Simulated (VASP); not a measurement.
Input of a VASP 6.6.1 run:

The input INCAR:

```
SYSTEM = BaO
PREC = Accurate ; ENCUT = 600
EDIFF = 1E-7 ; ISMEAR = 1
SIGMA = 0.02 ; LREAL = .FALSE.
LASPH = .TRUE. ; NELM = 120
ALGO = Normal ; ISIF = 3
LWAVE = .FALSE. ; LCHARG = .FALSE.
GGA = PS ; IBRION = 2
NSW = 80 ; EDIFFG = -0.01
GGA_COMPAT = .FALSE. ; NELMIN = 4
```

The input KPOINTS:

```
Automatic mesh
0
G
  15 15 15
  0 0 0
```

The input POSCAR:

```
BaO
1.0
    0.0000000000      2.7500000000      2.7500000000
    2.7500000000      0.0000000000      2.7500000000
    2.7500000000      2.7500000000      0.0000000000
Ba O
1 1
Direct
    0.0000000000      0.0000000000      0.0000000000
    0.5000000000      0.5000000000      0.5000000000
```

Potentials or basis: VASP PAW PBE potentials, release 64 (Ba_sv, O).

Launch:

```console
$ cat potpaw_PBE.64/Ba_sv/POTCAR potpaw_PBE.64/O/POTCAR > POTCAR
$ mpirun -np 1 vasp_std > vasp.out
```

Question: Predict the band gap on the k mesh.

Answer: 1.89 eV, indirect (least direct gap 1.93 eV).

Question: Estimate the relaxed volume.

Answer: 21.16 Å³/atom.

Question: Estimate the relaxed cell.

Answer: a = 3.912 Å, b = 3.912 Å, c = 3.912 Å, α = 60.00°, β = 60.00°, γ = 60.00°.

Question: Predict the space group after relaxing (to 0.05 Å).

Answer: Fm-3m (No. 225).

Step by step:
```csv
step,energy change (eV),largest force (eV/Å),pressure (GPa),volume (Å³)
1,0.0000,0.0000,1.39,41.59
2,-0.0024,0.0000,-0.64,42.69
3,-0.0031,0.0000,0.00,42.33
```

Caveat: the PAW data sets were made with another functional, which shifts forces and pressure a little; spin-orbit coupling is left out, which moves the levels of the heavy elements. Zero-point motion and thermal expansion aren't in these numbers.
